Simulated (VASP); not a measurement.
Input of a VASP 6.6.1 run:

File INCAR:

```
SYSTEM = NaH
PREC = Accurate
ENCUT = 520
EDIFF = 1E-6
ISMEAR = 0
SIGMA = 0.02
LREAL = .FALSE.
LASPH = .TRUE.
NELM = 100
ALGO = Normal
ISIF = 2
LWAVE = .FALSE.
LCHARG = .FALSE.
GGA = PE
NBANDS = 11
```

Contents of KPOINTS:

```
regular mesh
0
G
  8 8 8
  0 0 0
```

Contents of POSCAR:

```
NaH
1.0
    0.0000000000      2.3916342054      2.3916342054
    2.3916342054      0.0000000000      2.3916342054
    2.3916342054      2.3916342054      0.0000000000
Na H
1 1
Direct
    0.0000000000      0.0000000000      0.0000000000
    0.5000000000      0.5000000000      0.5000000000
```

Potentials or basis: VASP PAW PBE potentials, release 64 (Na_pv, H).

The run is started by

```sh
$ cat potpaw_PBE.64/Na_pv/POTCAR potpaw_PBE.64/H/POTCAR > POTCAR
$ mpirun -np 1 vasp_std > vasp.out
```

Q: Predict the pressure.

A: 0.7 GPa.

Q: Predict the band gap on the k mesh.

A: 3.81 eV, indirect (least direct gap 4.68 eV).

 A k mesh can miss the band edges.
